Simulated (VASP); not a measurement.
# BaZrO3 (Pm-3m) in VASP: a series of runs, part 2 of 2

VASP 6.6.1. The steps go on from the part before.

**3. Single point, BLYP**

File INCAR:

```
SYSTEM = BaZrO3
PREC = Accurate
ENCUT = 520
EDIFF = 1E-6
ISMEAR = -1
SIGMA = 0.05
LREAL = .False.
LASPH = .True.
NELM = 60
ALGO = Normal
ISIF = 2
LWAVE = .False.
LCHARG = .False.
GGA = B5
ALDAX = 1.0
AGGAX = 1.0
AGGAC = 1.0
ALDAC = 0.0
NBANDS = 28
```

File KPOINTS:

```
regular mesh
0
Gamma
  6 6 6
  0 0 0
```

File POSCAR:

```
BaZrO3
1.0
    4.1913400000      0.0000000000      0.0000000000
    0.0000000000      4.1913400000      0.0000000000
    0.0000000000      0.0000000000      4.1913400000
Ba Zr O
1 1 3
Direct
    0.0000000000      0.0000000000      0.0000000000
    0.5000000000      0.5000000000      0.5000000000
    0.5000000000      0.5000000000      0.0000000000
    0.5000000000      0.0000000000      0.5000000000
    0.0000000000      0.5000000000      0.5000000000
```

Potentials or basis: VASP PAW PBE potentials, release 64 (Ba_sv, Zr_sv, O).

On the command line:

```bash
$ cat potpaw_PBE.64/Ba_sv/POTCAR potpaw_PBE.64/Zr_sv/POTCAR potpaw_PBE.64/O/POTCAR > POTCAR
$ mpirun -np 1 vasp_std > vasp.out
```

OUTCAR:

```text
SYSTEM = BaZrO3
   PREC = Accurate
   ENCUT = 520
   EDIFF = 1E-6
   ISMEAR = -1
   LREAL = .False.
   LASPH = .True.
   NELM = 60
   ISIF = 2
   GGA = B5

 ion  position               nearest neighbor table
   1  0.000  0.000  0.000-   3 2.96   4 2.96   5 2.96   4 2.96   5 2.96   3 2.96   5 2.96   5 2.96
                             3 2.96   4 2.96   4 2.96   3 2.96   2 3.63   2 3.63   2 3.63   2 3.63
   2  0.500  0.500  0.500-   3 2.10   4 2.10   5 2.10   3 2.10   4 2.10   5 2.10   1 3.63   1 3.63
                             1 3.63   1 3.63   1 3.63   1 3.63   1 3.63   1 3.63
[... 820 lines left out ...]
  -------------------------------------------------------------------------------------
  Total        4.6814770      4.6814770      4.6814770      0.0000000     -0.0000000      0.0000000
  in kB      101.8673020    101.8673020    101.8673020      0.0000000     -0.0000000      0.0000000
  external PRESSURE =     101.8673020 kB  Pullay stress =       0.0000000 kB

 VOLUME and BASIS-vectors are now :
 -----------------------------------------------------------------------------
  energy-cutoff  :      520.00
  volume of cell :       73.63
      direct lattice vectors                 reciprocal lattice vectors
     4.191340000  0.000000000  0.000000000     0.238587182  0.000000000  0.000000000
     0.000000000  4.191340000  0.000000000     0.000000000  0.238587182  0.000000000
     0.000000000  0.000000000  4.191340000     0.000000000  0.000000000  0.238587182

 POSITION                                       TOTAL-FORCE (eV/Angst)
 -----------------------------------------------------------------------------------
      0.00000      0.00000      0.00000         0.000000      0.000000      0.000000
      2.09567      2.09567      2.09567         0.000000      0.000000      0.000000
      2.09567      2.09567      0.00000         0.000000      0.000000      0.000000
      2.09567      0.00000      2.09567         0.000000      0.000000      0.000000
      0.00000      2.09567      2.09567         0.000000      0.000000      0.000000
 -----------------------------------------------------------------------------------
    total drift:                                0.000000     -0.000000     -0.000000

  FREE ENERGIE OF THE ION-ELECTRON SYSTEM (eV)
  ---------------------------------------------------
  free  energy   TOTEN  =       -39.8094881049 eV

  energy  without entropy=      -39.8094881049  energy(sigma->0) =      -39.80948810
```

OSZICAR:

```text
N       E                     dE             d eps       ncg     rms          rms(c)
DAV:   1     0.309151733807E+03    0.30915E+03   -0.21975E+04  1120   0.140E+03
DAV:   2    -0.281560943447E+02   -0.33731E+03   -0.32722E+03  1384   0.352E+02
DAV:   3    -0.481459734902E+02   -0.19990E+02   -0.19916E+02  1768   0.808E+01
DAV:   4    -0.486717788082E+02   -0.52581E+00   -0.52513E+00  1492   0.104E+01
DAV:   5    -0.486813758874E+02   -0.95971E-02   -0.95960E-02  1628   0.114E+00    0.291E+01
DAV:   6    -0.398652739281E+02    0.88161E+01   -0.44775E+01  1340   0.417E+01    0.125E+01
DAV:   7    -0.398319432922E+02    0.33331E-01   -0.33298E+00  1520   0.979E+00    0.776E+00
DAV:   8    -0.398155616950E+02    0.16382E-01   -0.41501E-01  1340   0.451E+00    0.783E-01
DAV:   9    -0.398088380559E+02    0.67236E-02   -0.77881E-02  1420   0.146E+00    0.526E-01
DAV:  10    -0.398099975106E+02   -0.11595E-02   -0.17915E-02  1440   0.107E+00    0.284E-01
DAV:  11    -0.398094665889E+02    0.53092E-03   -0.29840E-03  1348   0.418E-01    0.391E-02
DAV:  12    -0.398094910419E+02   -0.24453E-04   -0.17996E-04  1340   0.927E-02    0.449E-02
DAV:  13    -0.398094881003E+02    0.29416E-05   -0.22231E-05  1476   0.346E-02    0.505E-03
DAV:  14    -0.398094881049E+02   -0.45188E-08   -0.24862E-06  1204   0.939E-03
   1 F= -.39809488E+02 E0= -.39809488E+02  d E =-.125827E-10
```

stdout:

```text
POSCAR found type information on POSCAR BaZrO
 POSCAR found :  3 types and       5 ions
 scaLAPACK will be used
 -----------------------------------------------------------------------------
|                                                                             |
|                                                                             |
|     You enforced a specific xc type in the INCAR file but a different       |
|     I HOPE YOU KNOW WHAT YOU ARE DOING!                                     |
|                                                                             |
 -----------------------------------------------------------------------------

 LDA part: xc-table for (Slater(with rela. corr.)+VWN5), standard interpolation
 POSCAR, INCAR and KPOINTS ok, starting setup
 FFT: planning ... GRIDC
 FFT: planning ... GRID_SOFT
 FFT: planning ... GRID
 WAVECAR not read
 entering main loop
```

Wall time 32 s (1 thread of Intel Xeon Platinum 8559C (Emerald Rapids), shared host); peak memory 0.2 GiB.

What came out:

```
Free energy            : -39.8095 eV
Pressure               : 10.2 GPa
Band gap on the k mesh : 3.28 eV, indirect (least direct gap 3.50 eV)
```

Levels at points of the mesh, in eV from the valence-band top:
```tsv
k point	band 16	band 17	band 18	band 19	band 20	band 21	band 22	band 23	band 24	band 25
(0.00, 0.00, 0.00)	-0.97	-0.97	-0.22	-0.22	-0.22	3.28	3.28	3.28	4.81	4.81
(0.50, 0.00, 0.00)	-1.70	-1.70	-1.64	-0.45	-0.45	3.70	5.73	5.73	6.54	6.81
(0.50, 0.50, 0.00)	-2.35	-0.90	-0.90	-0.77	-0.08	5.70	5.70	6.49	6.61	7.74
(0.50, 0.50, 0.50)	-2.50	-2.50	0.00	0.00	0.00	6.12	6.12	6.12	6.99	6.99
```

Caveat: the PAW data sets were made with another functional, which shifts forces and pressure a little; spin-orbit coupling is left out, which moves the levels of the heavy elements.

**4. Single point, PBE**

This run uses another cell than the first one, of 15.11 Å³/atom, 1.026 times its volume.

File INCAR:

```
  PREC = Accurate
  ENCUT = 520
  EDIFF = 1E-6
  ISMEAR = -1
  SIGMA = 0.05
  LREAL = F
  LASPH = T
  NELM = 60
  ALGO = Normal
  ISIF = 2
  LWAVE = F
  LCHARG = F
  GGA = PE
  NBANDS = 28
```

File KPOINTS:

```
Automatic mesh
0
Gamma
  6 6 6
```

Edit POSCAR of step 3 so:

```diff
@@ -2,5 +2,5 @@
 1.0
-    4.1913400000      0.0000000000      0.0000000000
-    0.0000000000      4.1913400000      0.0000000000
-    0.0000000000      0.0000000000      4.1913400000
+    4.2271626273      0.0000000000      0.0000000000
+    0.0000000000      4.2271626273      0.0000000000
+    0.0000000000      0.0000000000      4.2271626273
 Ba Zr O
```

On the command line:

```bash
$ cat potpaw_PBE.64/Ba_sv/POTCAR potpaw_PBE.64/Zr_sv/POTCAR potpaw_PBE.64/O/POTCAR > POTCAR
$ mpirun -np 1 vasp_std > vasp.out
```

It took 19 s on 1 thread of Intel Xeon Platinum 8559C (Emerald Rapids), shared host; peak memory 0.19 GiB.

It converged, with:

```
Free energy            : -41.7234 eV
Pressure               : 0.9 GPa
Band gap on the k mesh : 3.13 eV, indirect (least direct gap 3.38 eV)
```

Levels at points of the mesh, in eV from the valence-band top:
```
           k point  band 17  band 18  band 19  band 20  band 21  band 22  band 23  band 24
(0.00, 0.00, 0.00)    -0.95    -0.25    -0.25    -0.25     3.13     3.13     3.13     4.62
(0.50, 0.00, 0.00)    -1.69    -1.61    -0.49    -0.49     3.55     5.54     5.54     6.34
(0.50, 0.50, 0.00)    -0.93    -0.93    -0.85    -0.07     5.52     5.52     6.31     6.34
(0.50, 0.50, 0.50)    -2.52     0.00     0.00     0.00     5.88     5.88     5.88     6.78
```

Caveat: spin-orbit coupling is left out, which moves the levels of the heavy elements. As with any semilocal functional, this PBE gap is likely too small.

**5. Single point, revPBE**

This run uses another cell than the first one, of 15.37 Å³/atom, 1.044 times its volume.

File INCAR:

```
SYSTEM = BaZrO3
PREC = Accurate
ENCUT = 520
EDIFF = 1E-7
ISMEAR = -1
SIGMA = 0.05
LREAL = .False.
LASPH = .True.
NELM = 100
ALGO = Normal
ISIF = 2
LWAVE = .False.
LCHARG = .True.
GGA = RE
LELF = .True.
LVHAR = .True.
NBANDS = 28
```

File KPOINTS:

```
Automatic mesh
0
Gamma
  6 6 6
  0 0 0
```

Edit POSCAR of step 4 so:

```diff
@@ -2,5 +2,5 @@
 1.0
-    4.2271626273      0.0000000000      0.0000000000
-    0.0000000000      4.2271626273      0.0000000000
-    0.0000000000      0.0000000000      4.2271626273
+    4.2516773236      0.0000000000      0.0000000000
+    0.0000000000      4.2516773236      0.0000000000
+    0.0000000000      0.0000000000      4.2516773236
 Ba Zr O
```

On the command line:

```bash
$ cat potpaw_PBE.64/Ba_sv/POTCAR potpaw_PBE.64/Zr_sv/POTCAR potpaw_PBE.64/O/POTCAR > POTCAR
$ mpirun -np 1 vasp_std > vasp.out
```

It took 22 s on 1 thread of Intel Xeon Platinum 8559C (Emerald Rapids), shared host; peak memory 0.2 GiB.

It converged, with:

```yaml
Free_energy: -39.9940 eV
Pressure: 0.9 GPa
Band_gap_on_the_k_mesh: 3.13 eV, indirect (least direct gap 3.39 eV)
```

Levels at points of the mesh, in eV from the valence-band top:
```csv
k point,band 18,band 19,band 20,band 21,band 22,band 23
"(0.00, 0.00, 0.00)",-0.27,-0.27,-0.27,3.13,3.13,3.13
"(0.50, 0.00, 0.00)",-1.55,-0.51,-0.51,3.53,5.44,5.44
"(0.50, 0.50, 0.00)",-0.93,-0.88,-0.07,5.42,5.42,6.22
"(0.50, 0.50, 0.50)",0.00,0.00,0.00,5.85,5.85,5.85
```

Caveat: the PAW data sets were made with another functional, which shifts forces and pressure a little; spin-orbit coupling is left out, which moves the levels of the heavy elements.

**6. Summary**

| level | cell | gap on the mesh (eV) | pressure (GPa) |
| --- | --- | --- | --- |
| revPBE | a = 4.191 Å, 5 atoms | 3.22 | 7.7 |
| BLYP | a = 4.191 Å, 5 atoms | 3.28 | 10.2 |
| PBE | a = 4.227 Å, 5 atoms | 3.13 | 0.9 |
| revPBE | a = 4.252 Å, 5 atoms | 3.13 | 0.9 |

Alike in all rows: task single point; potentials or basis VASP PAW PBE potentials, release 64 (Ba_sv, Zr_sv, O); no spin polarisation; k mesh 6 × 6 × 6; cutoff (eV) 520; smearing fermi-dirac 0.05 eV.

Caveats: spin-orbit coupling is left out, which moves the levels of the heavy elements; the PAW data sets were made with another functional, which shifts forces and pressure a little (some runs).

Absolute energies hang on the potentials; compare differences alone.
